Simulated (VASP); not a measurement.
# YNb (Pm-3m) in VASP: notebook, part 2 of 2

VASP 6.6.1. The steps go on from the part before.

### 4 Relaxation of cell and atoms, PBE

This run uses another cell than the first one, of 23.66 Å³/atom.

INCAR reads:

```
  ALGO = Fast
  EDIFF = 1E-6
  EDIFFG = -0.01
  ENCUT = 600
  GGA = PE
  IBRION = 2
  ISIF = 3
  ISMEAR = 0
  LASPH = True
  LCHARG = False
  LREAL = False
  LWAVE = False
  NELM = 60
  NSW = 100
  PREC = Accurate
  SIGMA = 0.1
```

KPOINTS reads:

```
k-points
0
Gamma
  16 16 16
```

POSCAR reads:

```
YNb
1.0
    3.6171118387      0.0000000000      0.0000000000
    0.0000000000      3.6171118387      0.0000000000
    0.0000000000      0.0000000000      3.6171118387
Y Nb
1 1
Direct
    0.0000000000      0.0000000000      0.0000000000
    0.5000000000      0.5000000000      0.5000000000
```

Potentials or basis: VASP PAW PBE potentials, release 64 (Y_sv, Nb_sv).

Run with:

```console
$ cat potpaw_PBE.64/Y_sv/POTCAR potpaw_PBE.64/Nb_sv/POTCAR > POTCAR
$ mpirun -np 1 vasp_std > vasp.out
```

OUTCAR:

```text
EDIFF = 1E-6
   EDIFFG = -0.01
   ENCUT = 600
   GGA = PE
   IBRION = 2
   ISIF = 3
   ISMEAR = 0
   LASPH = True
   LREAL = False
   NELM = 60
   NSW = 100
   PREC = Accurate

 ion  position               nearest neighbor table
   1  0.000  0.000  0.000-   2 3.13   2 3.13   2 3.13   2 3.13   2 3.13   2 3.13   2 3.13   2 3.13

   2  0.500  0.500  0.500-   1 3.13   1 3.13   1 3.13   1 3.13   1 3.13   1 3.13   1 3.13   1 3.13

  LATTYP: Found a simple cubic cell.
 ALAT       =     3.6171118387

  Lattice vectors:

 A1 = (   3.6171118387,   0.0000000000,   0.0000000000)
 A2 = (   0.0000000000,   3.6171118387,   0.0000000000)
 A3 = (   0.0000000000,   0.0000000000,   3.6171118387)

Analysis of symmetry for initial positions (statically):
=====================================================================
 Subroutine PRICEL returns:
 Original cell was already a primitive cell.

 Routine SETGRP: Setting up the symmetry group for a
 simple cubic supercell.

 Subroutine GETGRP returns: Found 48 space group operations
 (whereof 48 operations were pure point group operations)
 out of a pool of 48 trial point group operations.

The static configuration has the point symmetry O_h .

Analysis of symmetry for dynamics (positions and initial velocities):
=====================================================================
 Subroutine PRICEL returns:
 Original cell was already a primitive cell.

 Routine SETGRP: Setting up the symmetry group for a
 simple cubic supercell.

 Subroutine GETGRP returns: Found 48 space group operations
 (whereof 48 operations were pure point group operations)
 out of a pool of 48 trial point group operations.

The dynamic configuration has the point symmetry O_h .

 Subroutine INISYM returns: Found 48 space group operations
[... 125 lines left out ...]
   IVDW    =     0    specifies the selected vdW correction
   LEPSILON=     F    determine dielectric tensor
   LRPA    =     F    only Hartree local field effects (RPA)
 conjugate gradient relaxation of ions
 non-spin polarized calculation
 RMM-DIIS sequential band-by-band and
 Gauss-broadening in eV      SIGMA  =   0.10
  energy-cutoff  :      600.00
  volume of cell :       47.32
 maximum number of plane-waves:      1600
 NGX is ok and might be reduce to    30
   NGX = 15   NGY = 15   NGZ = 15

--------------------------------------- Ionic step        1  -------------------------------------------

 number of electron      24.0000000 magnetization

 Free energy of the ion-electron system (eV)
  ---------------------------------------------------
  ext. energy  EPLUGINS =         0.00000000
  ---------------------------------------------------
  free energy    TOTEN  =       -15.48764866 eV

  energy without entropy =      -15.46796850  energy(sigma->0) =      -15.47780858

------------------------ aborting loop because EDIFF is reached ----------------------------------------

  FORCE on cell =-STRESS in cart. coord.  units (eV):
  Direction    XX          YY          ZZ          XY          YZ          ZX
  --------------------------------------------------------------------------------------
  -------------------------------------------------------------------------------------
  Total       -0.1493822     -0.1493822     -0.1493822      0.0000000      0.0000000      0.0000000
  in kB       -5.0573557     -5.0573557     -5.0573557      0.0000000      0.0000000      0.0000000
  external PRESSURE =      -5.0573557 kB  Pullay stress =       0.0000000 kB
[... 59 lines left out ...]
--------------------------------------- Ionic step        3  -------------------------------------------

 number of electron      24.0000000 magnetization

 Free energy of the ion-electron system (eV)
  ---------------------------------------------------
  ext. energy  EPLUGINS =         0.00000000
  ---------------------------------------------------
  free energy    TOTEN  =       -15.48822749 eV

  energy without entropy =      -15.46869727  energy(sigma->0) =      -15.47846238

 E-fermi :   6.3687     XC(G=0): -10.9726

 val. band max:        6.3654708780   @ k =   0.4375   0.3125   0.1875
 cond. band min:       6.3785986756   @ k =   0.2500   0.2500   0.1250
 fundamental gap:      0.0131277976
 Fermi energy:         6.3687230235

 k-point     1 :       0.0000    0.0000    0.0000
  band No.  band energies     occupation
      1     -48.2557      2.00000
      2     -35.1609      2.00000
      3     -24.2850      2.00000
      4     -24.2850      2.00000
      5     -24.2850      2.00000
      6     -15.0879      2.00000
[... 433 lines left out ...]
      3     -24.3739      2.00000
      4     -24.2874      2.00000
      5     -24.2694      2.00000
      6     -15.4280      2.00000
[... 8 lines left out ...]
     15       8.0526      0.00000
     16       8.9531      0.00000

 [... further k-points ...]

------------------------ aborting loop because EDIFF is reached ----------------------------------------

  FORCE on cell =-STRESS in cart. coord.  units (eV):
  Direction    XX          YY          ZZ          XY          YZ          ZX
  --------------------------------------------------------------------------------------
  -------------------------------------------------------------------------------------
  Total        0.0037929      0.0037929      0.0037929     -0.0000000     -0.0000000      0.0000000
  in kB        0.1293572      0.1293572      0.1293572     -0.0000000     -0.0000000      0.0000000
  external PRESSURE =       0.1293572 kB  Pullay stress =       0.0000000 kB
[... 17 lines left out ...]
  FREE ENERGIE OF THE ION-ELECTRON SYSTEM (eV)
  ---------------------------------------------------
  free  energy   TOTEN  =       -15.4882274860 eV

  energy  without entropy=      -15.4686972680  energy(sigma->0) =      -15.47846238

 reached required accuracy - stopping structural energy minimisation
```

OSZICAR:

```text
N       E                     dE             d eps       ncg     rms          rms(c)
DAV:   1     0.201572237831E+03    0.20157E+03   -0.14798E+04  5280   0.169E+03
DAV:   2    -0.285627308738E+01   -0.20443E+03   -0.20264E+03  6680   0.492E+02
DAV:   3    -0.156836650240E+02   -0.12827E+02   -0.12674E+02 10200   0.810E+01
[... 50 lines left out ...]
RMM:   9    -0.154882209413E+02   -0.47336E-05   -0.48895E-05  4974   0.286E-02    0.112E-02
RMM:  10    -0.154882253832E+02   -0.44419E-05   -0.43201E-05  4774   0.252E-02    0.185E-02
RMM:  11    -0.154882254699E+02   -0.86704E-07   -0.18686E-05  4502   0.232E-02    0.882E-03
RMM:  12    -0.154882270993E+02   -0.16294E-05   -0.15198E-05  4028   0.160E-02    0.125E-02
RMM:  13    -0.154882274860E+02   -0.38671E-06   -0.68968E-06  3875   0.123E-02
   3 F= -.15488227E+02 E0= -.15478462E+02  d E =-.578826E-03
```

Wall time 18 min (1 thread of Intel Xeon 8259CL, shared host); peak memory 0.34 GiB.

What came out:

* Free energy: -15.4882 eV
* Relaxed volume: 23.49 Å³/atom
* Relaxed cell: a = 3.608 Å, b = 3.608 Å, c = 3.608 Å, α = 90.00°, β = 90.00°, γ = 90.00°
* Space group after relaxing (to 0.1 Å): Pm-3m (No. 221)
* Energy gained by relaxing: 0.3 meV/atom
* Ionic steps: 3
* Pressure after relaxing: 0.0 GPa
* Band gap on the k mesh: zero (bands 12 and 13 overlap by 1.37 eV)

The path:
| step | energy change (eV) | largest force (eV/Å) | pressure (GPa) | volume (Å³) |
| --- | --- | --- | --- | --- |
| 1 | 0.0000 | 0.0000 | -0.51 | 47.32 |
| 2 | -0.0004 | 0.0000 | 0.27 | 46.81 |
| 3 | -0.0006 | 0.0000 | 0.01 | 46.98 |

Final structure:
```
CELL_PARAMETERS angstrom
3.60825 0.00000 0.00000
0.00000 3.60825 0.00000
0.00000 0.00000 3.60825
ATOMIC_POSITIONS crystal
Y 0.00000 0.00000 0.00000
Nb 0.50000 0.50000 0.50000
```

### 5 The runs side by side

```tsv
task	cell	k mesh	cutoff (eV)	gap on the mesh (eV)	pressure (GPa)
single point	a = 3.186 Å, 2 atoms	6 × 6 × 6	520	none	52.9
single point	a = 3.611 Å, 2 atoms	16 × 16 × 16	520	none	-0.2
relaxation of cell and atoms	relaxed from a = 3.617 Å, 2 atoms	16 × 16 × 16	600	none	0.0
```

Alike in all rows: level PBE; potentials or basis VASP PAW PBE potentials, release 64 (Y_sv, Nb_sv); no spin polarisation; smearing gaussian 0.1 eV.

Caveats: the cell stands under pressure (at least some runs).

Total energies depend on the potentials used, so only differences within one code and one set of settings carry meaning.

The gap in the log of VASP goes by the Fermi energy; the results here count the filled bands.